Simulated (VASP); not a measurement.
# ZnO: single point with LDA

The system is ZnO.

```
CELL_PARAMETERS angstrom
3.17425 0.00000 0.00000
-1.58713 2.74898 0.00000
0.00000 0.00000 5.13145
ATOMIC_POSITIONS crystal
Zn 0.33333 0.66667 0.50028
Zn 0.66667 0.33333 0.00028
O 0.66667 0.33333 0.37873
O 0.33333 0.66667 0.87873
```

- Program: VASP 6.6.1
- Task: single point
- Functional: LDA
- Potentials or basis: VASP PAW LDA potentials, release 64 (Zn, O_h)
- Cutoff: 1340 eV
- k mesh: 8 × 8 × 4
- Occupations: gaussian, width 0.01 eV
- Spin: no spin polarisation

The pressure is 3.2 GPa and the band gap on the k mesh is 0.83 eV.

Forces on the atoms (eV/Å):
```
Zn   0.000  0.000  0.003
Zn   0.000  0.000  0.003
O    0.000  0.000 -0.003
O    0.000  0.000 -0.003
```

Levels at points of the mesh, in eV from the valence-band top:
| k point | band 14 | band 15 | band 16 | band 17 | band 18 | band 19 | band 20 | band 21 | band 22 | band 23 |
| --- | --- | --- | --- | --- | --- | --- | --- | --- | --- | --- |
| (0.00, 0.00, 0.00) | -0.88 | -0.88 | -0.11 | 0.00 | 0.00 | 0.83 | 5.34 | 8.24 | 13.03 | 13.03 |
| (0.50, 0.00, 0.00) | -3.81 | -3.06 | -2.49 | -1.43 | -0.92 | 5.95 | 6.79 | 7.47 | 8.80 | 10.73 |
| (0.00, 0.00, 0.50) | -2.33 | -0.43 | -0.43 | -0.43 | -0.43 | 3.53 | 3.53 | 10.11 | 10.11 | 13.34 |
| (0.50, 0.00, 0.50) | -3.96 | -1.66 | -1.66 | -1.52 | -1.52 | 5.66 | 5.66 | 8.65 | 8.65 | 11.36 |

Run time: 69 s on 1 thread of Intel(R) Xeon(R) 6975P-C (Granite Rapids), on a shared host, peak memory 0.31 GiB.

Caveat: the cell stands under pressure.
